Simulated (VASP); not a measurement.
Runs of VASP 6.6.1 on Ga2GeSe2. The structure is that of space group P-3m1 (No. 164), or close to it. The cells are those of the table. 

| task | cell | k mesh | cutoff (eV) | smearing | gap on the mesh (eV) | pressure (GPa) | largest force (eV/Å) |
| --- | --- | --- | --- | --- | --- | --- | --- |
| single point | a = 4.621, b = 4.621, c = 6.703 Å, angles 90.0, 90.0, 120.0°, 5 atoms | 6 × 6 × 4 | 520 | gaussian 0.1 eV | none | (b) | (a) |
| single point | a = 4.090, b = 4.090, c = 8.851 Å, angles 90.0, 90.0, 120.0°, 5 atoms | 12 × 12 × 4 | 520 | gaussian 0.1 eV | none | 0.1 | 0.01 |
| relaxation of cell and atoms | relaxed from a = 4.621, b = 4.621, c = 6.703 Å, angles 90.0, 90.0, 120.0°, 5 atoms | 6 × 6 × 4 | 600 | gaussian 0.1 eV | none | 0.0 | 0.01 |
| single point | a = 4.082, b = 4.082, c = 8.859 Å, angles 90.0, 90.0, 120.0°, 5 atoms | 6 × 6 × 4 | 520 | gaussian 0.1 eV | none | 0.0 | 0.01 |
| single point | a = 4.090, b = 4.090, c = 8.851 Å, angles 90.0, 90.0, 120.0°, 5 atoms | 12 × 12 × 4 | 500 | tetrahedron | none | 0.2 | 0.04 |

Alike in all rows: level PBE; potentials or basis VASP PAW PBE potentials, release 64 (Ga_d, Ge_d, Se); no spin polarisation.

Estimate the missing entries.

(a) 1.50; (b) 3.2.

Caveats: forces of over 1 eV/Å act on the atoms, so gaps and moduli don't describe the material at rest (some runs).

A k mesh can miss the band edges, and the runs leave out spin-orbit coupling on Ga, Ge, Se.

A gap of «none» marks levels without a gap at the run's occupations.
